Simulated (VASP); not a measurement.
Input of a VASP 6.6.1 run:

INCAR

```
ALGO     = Normal         # electronic algorithm
EDIFF    = 1E-7           # SCF threshold, eV
ENCUT    = 520            # plane-wave cutoff, eV
GGA      = PE             # functional
ISIF     = 2              # what is computed and relaxed
ISMEAR   = -1             # smearing method
LASPH    = True           # aspherical terms in the spheres
LCHARG   = False          # write CHGCAR
LREAL    = False          # projectors in reciprocal space
LWAVE    = False          # write WAVECAR
NBANDS   = 13             # bands
NELM     = 80             # most SCF steps
PREC     = Accurate       # precision mode
SIGMA    = 0.05           # smearing width, eV
```

KPOINTS

```
k-points
0
Gamma
  9 9 9
```

Contents of POSCAR:

```
Pb
1.0
    0.0000000000      2.4415696833      2.4415696833
    2.4415696833      0.0000000000      2.4415696833
    2.4415696833      2.4415696833      0.0000000000
Pb
1
Direct
    0.0000000000      0.0000000000      0.0000000000
```

Potentials or basis: VASP PAW PBE potentials, release 64 (Pb_d).

Command:

```bash
$ cat potpaw_PBE.64/Pb_d/POTCAR > POTCAR
$ mpirun -np 1 vasp_std > vasp.out
```

**Question.** Predict the band gap on the k mesh.

**Answer.** Zero (band 7 reaches 15.49 eV, above the bottom of band 8 at 6.12 eV).

**Question.** Estimate the pressure.

**Answer.** 4.5 GPa.

Caveat: spin-orbit coupling is left out, which moves the levels of the heavy elements.
